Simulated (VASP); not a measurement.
# InP (Fm-3m) in VASP: single point with PBE

Aim: the single point of InP with PBE.

All numbers are computed with VASP 6.6.1; they aren't measurements. Logs are shortened: lines on timing, memory, paths and dates and some standing lists are left out, and cuts for length are marked.

## 1. The cell of the first run

It takes space group Fm-3m (No. 225, cubic). The conventional cell has a = 5.710 Å, b = 5.710 Å, c = 5.710 Å, α = 90.00°, β = 90.00°, γ = 90.00°. In (site symmetry m-3m) has 6 P at 2.85 Å within 3.8 Å. P (site symmetry m-3m) has 6 In at 2.85 Å within 3.8 Å.

## 2. Single point, PBE, non-collinear spin, zero start, spin-orbit coupling

File INCAR:

```
PREC = Accurate
ENCUT = 520
EDIFF = 1E-6
ISMEAR = -1
SIGMA = 0.05
LREAL = F
LASPH = T
NELM = 150
ALGO = Normal
ISIF = 2
LWAVE = F
LCHARG = F
LNONCOLLINEAR = T
MAGMOM = 0 0 0 0 0 0
LORBIT = 11
LSORBIT = T
GGA_COMPAT = F
LORBMOM = T
GGA = PE
NBANDS = 30
```

File KPOINTS:

```
regular mesh
0
Gamma
  11 11 11
```

File POSCAR:

```
InP
1.0
    0.0000000000      2.8550000000      2.8550000000
    2.8550000000      0.0000000000      2.8550000000
    2.8550000000      2.8550000000      0.0000000000
In P
1 1
Direct
    0.0000000000      0.0000000000      0.0000000000
    0.5000000000      0.5000000000      0.5000000000
```

Potentials or basis: VASP PAW PBE potentials, release 64 (In_d, P).

The run is started by

```sh
cat potpaw_PBE.64/In_d/POTCAR potpaw_PBE.64/P/POTCAR > POTCAR
mpirun -np 1 vasp_ncl > vasp.out
```

OUTCAR:

```text
PREC = Accurate
   ENCUT = 520
   EDIFF = 1E-6
   ISMEAR = -1
   LREAL = F
   LASPH = T
   NELM = 150
   ISIF = 2
   LNONCOLLINEAR = T
   LORBIT = 11
   LSORBIT = T
   GGA = PE

 ion  position               nearest neighbor table
   1  0.000  0.000  0.000-   2 2.85   2 2.85   2 2.85   2 2.85   2 2.85   2 2.85
   2  0.500  0.500  0.500-   1 2.85   1 2.85   1 2.85   1 2.85   1 2.85   1 2.85

  LATTYP: Found a face centered cubic cell.
 ALAT       =     5.7100000000

  Lattice vectors:

 A1 = (   0.0000000000,   2.8550000000,   2.8550000000)
 A2 = (   2.8550000000,   0.0000000000,   2.8550000000)
 A3 = (   2.8550000000,   2.8550000000,   0.0000000000)

Analysis of symmetry for initial positions (statically):
=====================================================================
 Subroutine PRICEL returns:
 Original cell was already a primitive cell.

 Routine SETGRP: Setting up the symmetry group for a
 face centered cubic supercell.

 Subroutine GETGRP returns: Found 48 space group operations
 (whereof 48 operations were pure point group operations)
 out of a pool of 48 trial point group operations.

The static configuration has the point symmetry O_h .

Analysis of symmetry for dynamics (positions and initial velocities):
=====================================================================
 Subroutine PRICEL returns:
 Original cell was already a primitive cell.

 Routine SETGRP: Setting up the symmetry group for a
 face centered cubic supercell.

 Subroutine GETGRP returns: Found 48 space group operations
 (whereof 48 operations were pure point group operations)
 out of a pool of 48 trial point group operations.

The dynamic configuration has the point symmetry O_h .

Analysis of structural, dynamic, and magnetic symmetry:
=====================================================================
 Subroutine PRICEL returns:
 Original cell was already a primitive cell.

 Routine SETGRP: Setting up the symmetry group for a
 face centered cubic supercell.

 Subroutine GETGRP returns: Found 48 space group operations
 (whereof 48 operations were pure point group operations)
 out of a pool of 48 trial point group operations.

The overall configuration has the point symmetry O_h .

 Subroutine INISYM returns: Found 48 space group operations
 (whereof 48 operations are pure point group operations),
 and found     1 'primitive' translations

----------------------------------------------------------------------------------------

                                     Primitive cell

  volume of cell :      46.5424

  direct lattice vectors                    reciprocal lattice vectors
     0.000000000  2.855000000  2.855000000    -0.175131349  0.175131349  0.175131349
     2.855000000  0.000000000  2.855000000     0.175131349 -0.175131349  0.175131349
     2.855000000  2.855000000  0.000000000     0.175131349  0.175131349 -0.175131349

  length of vectors
     4.037579721  4.037579721  4.037579721     0.303336394  0.303336394  0.303336394

  position of ions in fractional coordinates (direct lattice)
     0.000000000  0.000000000  0.000000000
     0.500000000  0.500000000  0.500000000

  ion indices of the primitive-cell ions
   primitive index   ion index
                 1           1
                 2           2

----------------------------------------------------------------------------------------

 KPOINTS: regular mesh

Automatic generation of k-mesh.
 Grid dimensions read from file:
 generate k-points for:   11   11   11

 Generating k-lattice:

  Cartesian coordinates                     Fractional coordinates (reciprocal lattice)
    -0.015921032  0.015921032  0.015921032     0.090909091  0.000000000  0.000000000
     0.015921032 -0.015921032  0.015921032     0.000000000  0.090909091  0.000000000
     0.015921032  0.015921032 -0.015921032     0.000000000  0.000000000  0.090909091

  Length of vectors
     0.027576036  0.027576036  0.027576036

  Shift w.r.t. Gamma in fractional coordinates (k-lattice)
     0.000000000  0.000000000  0.000000000

 Subroutine IBZKPT returns following result:
 ===========================================

 Found     56 irreducible k-points:

 Following reciprocal coordinates:
            Coordinates               Weight
  0.000000  0.000000  0.000000      1.000000
  0.090909  0.000000  0.000000      8.000000
  0.181818  0.000000  0.000000      8.000000
  0.272727  0.000000  0.000000      8.000000
  0.363636  0.000000  0.000000      8.000000
  0.454545  0.000000  0.000000      8.000000
[... 16 lines left out ...]
 -0.272727  0.181818  0.000000     24.000000
[... 25 lines left out ...]
   NFREE  =      0    steps in history (QN), initial steepest desc. (CG)
   ISIF   =      2    stress and relaxation
   ISYM   =      2    0-nonsym 1-usesym 2-fastsym
   POTIM  = 0.5000    time-step for ionic-motion
   TEBEG  =    0.0;   TEEND  =   0.0 temperature during run
   PSTRESS=    0.0 pullay stress
   NELECT =      18.0000    total number of electrons
   NUPDOWN=      -1.0000    fix difference up-down
   EMIN   =  10.00;   EMAX   =-10.00  energy-range for DOS
   EFERMI =   0.00;   METHOD = LEGACY
   ISMEAR =    -1;   SIGMA  =   0.05  broadening in eV -4-tet -1-fermi 0-gaus
   EFERMI_NEDOS =   21; number of points for ismear=-14 and -15
   IALGO  =     38    algorithm
   IMIX   =      4    mixing-type and parameters
     AMIX     =   0.40;   BMIX     =  1.00
     AMIX_MAG =   1.60;   BMIX_MAG =  1.00
  volume/ion in A,a.u.               =      23.27       157.04
  Fermi-wavevector in a.u.,A,eV,Ry     =   1.192750  2.253971 19.356375  1.422653
  Thomas-Fermi vector in A             =   2.328781
   LORBIT       =     11    0 simple, 1 ext, 2 COOP (PROOUT), +10 PAW based schemes
   GGA     = PE    functional components
   LHFCALC =     F    Hartree Fock is set to
   AEXX    =    0.0000 exact exchange contribution
   IVDW    =     0    specifies the selected vdW correction
   LEPSILON=     F    determine dielectric tensor
   LRPA    =     F    only Hartree local field effects (RPA)
  energy-cutoff  :      520.00
  volume of cell :       46.54
 maximum number of plane-waves:      2546
 NGX is ok and might be reduce to    30
   NGX = 15   NGY = 15   NGZ = 15

 number of electron      17.9999993 magnetization       0.0000000      0.0000000     -0.0000000

 number of electron      17.9999993 magnetization       0.0000000      0.0000000      0.0000000

 number of electron      17.9999993 magnetization      -0.0000000     -0.0000000      0.0000000

 Free energy of the ion-electron system (eV)
  ---------------------------------------------------
  ext. energy  EPLUGINS =         0.00000000
  ---------------------------------------------------
  free energy    TOTEN  =        -7.88208796 eV

  energy without entropy =       -7.87409389  energy(sigma->0) =       -7.87809092

 E-fermi :   5.9414     XC(G=0):  -9.9776

 val. band max:        5.9071378455   @ k =   0.2727   0.0000   0.0000
 cond. band min:       5.9546383530   @ k =  -0.0909   0.0909   0.0000
 fundamental gap:      0.0475005075
 Fermi energy:         5.9414220748

 k-point     1 :       0.0000    0.0000    0.0000
  band No.  band energies     occupation
      1      -8.6594      1.00000
      2      -8.6594      1.00000
      3      -8.6594      1.00000
      4      -8.6594      1.00000
      5      -7.8109      1.00000
      6      -7.8109      1.00000
[... 781 lines left out ...]
     29      15.6355      0.00000
     30      15.6355      0.00000

 [... further k-points ...]

------------------------ aborting loop because EDIFF is reached ----------------------------------------

  FORCE on cell =-STRESS in cart. coord.  units (eV):
  Direction    XX          YY          ZZ          XY          YZ          ZX
  --------------------------------------------------------------------------------------
  -------------------------------------------------------------------------------------
  Total       -1.5708407     -1.5708407     -1.5708407      0.0000000     -0.0000000     -0.0000000
  in kB      -54.0747355    -54.0747355    -54.0747355      0.0000000     -0.0000000     -0.0000000
  external PRESSURE =     -54.0747355 kB  Pullay stress =       0.0000000 kB

 VOLUME and BASIS-vectors are now :
 -----------------------------------------------------------------------------
  energy-cutoff  :      520.00
  volume of cell :       46.54
      direct lattice vectors                 reciprocal lattice vectors
     0.000000000  2.855000000  2.855000000    -0.175131349  0.175131349  0.175131349
     2.855000000  0.000000000  2.855000000     0.175131349 -0.175131349  0.175131349
     2.855000000  2.855000000  0.000000000     0.175131349  0.175131349 -0.175131349

 POSITION                                       TOTAL-FORCE (eV/Angst)
 -----------------------------------------------------------------------------------
      0.00000      0.00000      0.00000        -0.000000      0.000000      0.000000
      2.85500      2.85500      2.85500         0.000000     -0.000000      0.000000
 -----------------------------------------------------------------------------------
    total drift:                               -0.000000      0.000000      0.000000

  FREE ENERGIE OF THE ION-ELECTRON SYSTEM (eV)
  ---------------------------------------------------
  free  energy   TOTEN  =        -7.8820879551 eV

  energy  without entropy=       -7.8740938893  energy(sigma->0) =       -7.87809092

 orbital moment (x)

 # of ion     p       d       tot
 ----------------------------------------
  1         0.000  -0.000   0.000
  2        -0.000   0.000  -0.000
 ----------------------------------------
            0.000  -0.000   0.000

 orbital moment (y)

 # of ion     p       d       tot
 ----------------------------------------
  1         0.000  -0.000   0.000
  2        -0.000   0.000  -0.000
 ----------------------------------------
           -0.000  -0.000  -0.000

 orbital moment (z)

 # of ion     p       d       tot
 ----------------------------------------
  1         0.000   0.000   0.000
  2         0.000   0.000   0.000
 ----------------------------------------
            0.000   0.000   0.000

 Spin-Orbit-Coupling matrix elements

 Ion:    1  E_soc:     -0.0636355
 l=   1
     0.0000000    -0.0043055    -0.0043055
    -0.0043055     0.0000000    -0.0043055
    -0.0043055    -0.0043055     0.0000000
 l=   2
     0.0000000    -0.0012654     0.0000000    -0.0012654    -0.0050351
    -0.0012654     0.0000000    -0.0037763    -0.0012654    -0.0012588
     0.0000000    -0.0037763     0.0000000    -0.0037763     0.0000000
    -0.0012654    -0.0012654    -0.0037763     0.0000000    -0.0012588
    -0.0050351    -0.0012588     0.0000000    -0.0012588     0.0000000
 l=   3
     0.0000000     0.0000000     0.0000000     0.0000000     0.0000000     0.0000000     0.0000000
     0.0000000     0.0000000     0.0000000     0.0000000     0.0000000     0.0000000     0.0000000
     0.0000000     0.0000000     0.0000000     0.0000000     0.0000000     0.0000000     0.0000000
     0.0000000     0.0000000     0.0000000     0.0000000     0.0000000     0.0000000     0.0000000
     0.0000000     0.0000000     0.0000000     0.0000000     0.0000000     0.0000000     0.0000000
     0.0000000     0.0000000     0.0000000     0.0000000     0.0000000     0.0000000     0.0000000
     0.0000000     0.0000000     0.0000000     0.0000000     0.0000000     0.0000000     0.0000000

 Ion:    2  E_soc:     -0.0013270
 l=   1
     0.0000000    -0.0002212    -0.0002212
    -0.0002212     0.0000000    -0.0002212
    -0.0002212    -0.0002212     0.0000000
 l=   2
     0.0000000     0.0000000     0.0000000     0.0000000     0.0000000
     0.0000000     0.0000000     0.0000000     0.0000000     0.0000000
     0.0000000     0.0000000     0.0000000     0.0000000     0.0000000
     0.0000000     0.0000000     0.0000000     0.0000000     0.0000000
     0.0000000     0.0000000     0.0000000     0.0000000     0.0000000
 l=   3
     0.0000000     0.0000000     0.0000000     0.0000000     0.0000000     0.0000000     0.0000000
     0.0000000     0.0000000     0.0000000     0.0000000     0.0000000     0.0000000     0.0000000
     0.0000000     0.0000000     0.0000000     0.0000000     0.0000000     0.0000000     0.0000000
     0.0000000     0.0000000     0.0000000     0.0000000     0.0000000     0.0000000     0.0000000
     0.0000000     0.0000000     0.0000000     0.0000000     0.0000000     0.0000000     0.0000000
     0.0000000     0.0000000     0.0000000     0.0000000     0.0000000     0.0000000     0.0000000
     0.0000000     0.0000000     0.0000000     0.0000000     0.0000000     0.0000000     0.0000000

 total charge

# of ion       s       p       d       tot
------------------------------------------
    1        0.849   0.517   9.883  11.250
    2        1.080   1.351   0.000   2.431
--------------------------------------------------
tot          1.929   1.868   9.883  13.680

 magnetization (x)

# of ion       s       p       d       tot
------------------------------------------
    1       -0.000  -0.000  -0.000  -0.000
    2       -0.000  -0.000   0.000  -0.000
--------------------------------------------------
tot         -0.000  -0.000  -0.000  -0.000

 magnetization (y)

# of ion       s       p       d       tot
------------------------------------------
    1        0.000  -0.000   0.000  -0.000
    2       -0.000   0.000   0.000  -0.000
--------------------------------------------------
tot         -0.000  -0.000   0.000  -0.000

 magnetization (z)

# of ion       s       p       d       tot
------------------------------------------
    1       -0.000  -0.000   0.000  -0.000
    2        0.000  -0.000   0.000  -0.000
--------------------------------------------------
tot         -0.000  -0.000   0.000  -0.000
```

Run time: 2.2 min. Hardware: 1 thread of Intel Xeon Platinum 8375C at 2.90GHz (Ice Lake), shared host; peak memory 0.34 GiB.

Results:

* Free energy: -7.8821 eV
* Pressure: -5.4 GPa
* Net moment: 0.00 μB per cell
* Valence electrons inside the program's atomic spheres: In 11.25; P 2.43

Moments on the atoms (μB; x, y, z):
```
In  0.00 0.00 0.00
P   0.00 0.00 0.00
```

Caveat: the cell stands under tension.
